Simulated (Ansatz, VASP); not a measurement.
ZnSe: VASP beside Ansatz

```xyz
2
Lattice="0.0000 2.8091 2.8213 2.8091 0.0000 2.8213 2.8091 2.8091 0.0000" Properties=species:S:1:pos:R:3 pbc="T T T"
Zn    0.0000    0.0000    0.0000
Se    1.4045    1.4045    1.4106
```

Change from the starting cell: strained cell.

Alike in both runs: task relaxation of the atoms; functional PBEsol; k mesh 8 × 8 × 8; occupations gaussian, width 0.02 eV; no spin polarisation.

|  | VASP | Ansatz |
| --- | --- | --- |
| version | VASP 6.6.1 | Ansatz 0.2.0 |
| potentials or method | VASP PAW PBE potentials, release 64 (Zn, Se), cutoff 450 eV | scalar-relativistic, plane waves, PAW |
| valence electrons in the cell | 18 | 28 |

```tsv
	VASP	Ansatz	Ansatz less VASP
gap on the k mesh at the Fermi level, each at its own relaxed structure (eV)	1.25	1.24	-0.008
```

VASP's potentials were made for PBE, not for PBEsol, and Ansatz warns of the same on its side. VASP's potentials hold 18 valence electrons a cell and Ansatz's 28, so a difference there can come from the potentials and not from the codes. Ansatz's warnings: stress scf threshold loose.

Noted on VASP's run: the relaxation stopped at its first step, so nothing moved.
